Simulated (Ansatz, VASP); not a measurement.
**Two plane-wave programs on AlAu4**

```xyz
5
Lattice="2.3304 -1.6324 -0.0102 2.3304 1.6324 -0.0102 -0.9755 0.0000 10.5716" Properties=species:S:1:pos:R:3 pbc="T T T"
Al    0.0000    0.0000    0.0000
Au    1.8520    0.0000    8.6995
Au    0.3075    0.0000    6.4997
Au    3.3778    0.0000    4.0514
Au    1.8333    0.0000    1.8515
```

Alike in both runs: task single point; functional PBEsol; k mesh 12 × 12 × 4; occupations gaussian, width 0.1 eV; no spin polarisation.

|  | VASP | Ansatz |
| --- | --- | --- |
| version | VASP 6.6.1 | Ansatz 0.2.0 |
| potentials or method | VASP PAW PBE potentials, release 64 (Al, Au), cutoff 520 eV | scalar-relativistic, plane waves, PAW |
| valence electrons in the cell | 47 | 79 |

|  | VASP | Ansatz | Ansatz less VASP |
| --- | --- | --- | --- |
| gap on the k mesh at the Fermi level (eV) | none | none | - |
| pressure (GPa) | 9.8 | 10.1 | +0.26 |
| traceless stress, the component that is largest in VASP (GPa) | 3.03 | 3.06 | +0.021 |
| rms of the force components (eV/Å) | 0.508 | 0.511 | +0.0032 |

VASP's potentials were made for PBE, not for PBEsol. Atom by atom the forces differ by 0.004 eV/Å (rms over components). A gap of «none» marks a metal or a gap that the smearing closes. VASP's potentials hold 47 valence electrons a cell and Ansatz's 79, so a difference there can come from the potentials and not from the codes.

Spin-orbit coupling is off throughout.
